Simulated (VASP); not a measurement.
Input of a VASP 6.6.1 run:

The input INCAR:

```
PREC = Accurate
ENCUT = 520
EDIFF = 1E-6
ISMEAR = 0
SIGMA = 0.05
LREAL = F
LASPH = T
NELM = 60
ALGO = Normal
ISIF = 2
LWAVE = F
LCHARG = F
GGA = B5
ALDAX = 1.0
AGGAX = 1.0
AGGAC = 1.0
ALDAC = 0.0
IVDW = 12
VDW_S6 = 1.0
VDW_S8 = 2.6996
VDW_A1 = 0.4298
VDW_A2 = 4.2359
NBANDS = 19
```

File KPOINTS:

```
Automatic mesh
0
Gamma
  8 8 4
```

File POSCAR:

```
TiTe2
1.0
    3.7236360412      0.0000000000      0.0000000000
   -1.8618180206      3.2247634061      0.0000000000
    0.0000000000      0.0000000000      6.2374435739
Ti Te
1 2
Direct
    0.0000000000      0.0000000000      0.0000000000
    0.3333333333      0.6666666667      0.2729448537
    0.6666666667      0.3333333333      0.7270551463
```

Potentials or basis: VASP PAW PBE potentials, release 64 (Ti_sv, Te).

Launch:

```console
$ cat potpaw_PBE.64/Ti_sv/POTCAR potpaw_PBE.64/Te/POTCAR > POTCAR
$ mpirun -np 1 vasp_std > vasp.out
```

**Question.** Predict the band gap on the k mesh.

**Answer.** Zero (band 12 reaches 8.54 eV, above the bottom of band 13 at 7.85 eV).

**Question.** Predict the pressure.

**Answer.** 1.1 GPa.

Forces on the atoms (eV/Å):
```
Ti   0.000  0.000  0.000
Te   0.000  0.000  0.038
Te   0.000  0.000 -0.038
```

Caveat: the PAW data sets were made with another functional, which shifts forces and pressure a little; spin-orbit coupling is left out, which moves the levels of the heavy elements; pairwise dispersion overbinds metals, which lowers pressure and volume.
